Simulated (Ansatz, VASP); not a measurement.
# Hf in VASP and in Ansatz

File INCAR:

```
PREC = Accurate ; ENCUT = 520
EDIFF = 1E-7 ; ISMEAR = -1
SIGMA = 0.05 ; LREAL = False
LASPH = True ; NELM = 100
ALGO = Normal ; ISIF = 2
LWAVE = False ; LCHARG = False
NBANDS = 17
```

File KPOINTS:

```
regular mesh
0
Gamma
  11 11 11
```

Contents of POSCAR:

```
Hf
1.0
    0.0000000000      3.1114920633      3.1114920633
    3.1114920633      0.0000000000      3.1114920633
    3.1114920633      3.1114920633      0.0000000000
Hf
2
Direct
   -0.1250000000     -0.1250000000     -0.1250000000
    0.1250000000      0.1250000000      0.1250000000
```

Input for Ansatz:

```yaml
crystal:
  lattice:
    - [0.0, 3.1114920633, 3.1114920633]
    - [3.1114920633, 0.0, 3.1114920633]
    - [3.1114920633, 3.1114920633, 0.0]
  atoms:
    - { symbol: Hf, position: [-0.125, -0.125, -0.125] }
    - { symbol: Hf, position: [0.125, 0.125, 0.125] }
kpoints:
  mp_grid: { grid: [11, 11, 11] }
  band_path:
    path:
      - [0.0, 0.0, 0.0]
      - [0.5, 0.0, 0.5]
      - [0.625, 0.25, 0.625]
      - [0.375, 0.375, 0.75]
      - [0.0, 0.0, 0.0]
      - [0.5, 0.5, 0.5]
      - [0.5, 0.25, 0.75]
      - [0.5, 0.0, 0.5]
    npoints: 14
scf:
  occupations: { method: fermi_dirac, width: 0.05 }
hamiltonian:
  xc: lda
  pseudopotentials: { kind: all_electron, lapw: { basis_error: 0.001 } }
output:
  forces: true
  stress: true
  eigenvalues: true
  populations: true
  dos: { projected: true, de: 0.2, e_range: [-14, 8] }
```

Alike in both runs: task single point; functional LDA; k mesh 11 × 11 × 11; occupations fermi-dirac, width 0.05 eV; no spin polarisation.

```csv
,VASP,Ansatz
version,VASP 6.6.1,Ansatz 0.2.0
potentials or method,"VASP PAW LDA potentials, release 64 (Hf_pv), cutoff 520 eV","all-electron LAPW, scalar-relativistic"
```

```tsv
	VASP	Ansatz	Ansatz less VASP
pressure (GPa)	-0.3	0.0	+0.32
```

LDA's correlation is that of Perdew and Zunger in VASP and of Perdew and Wang (1992) in Ansatz. Ansatz ran all-electron here, and VASP with PAW potentials.

Spin-orbit coupling is off throughout.
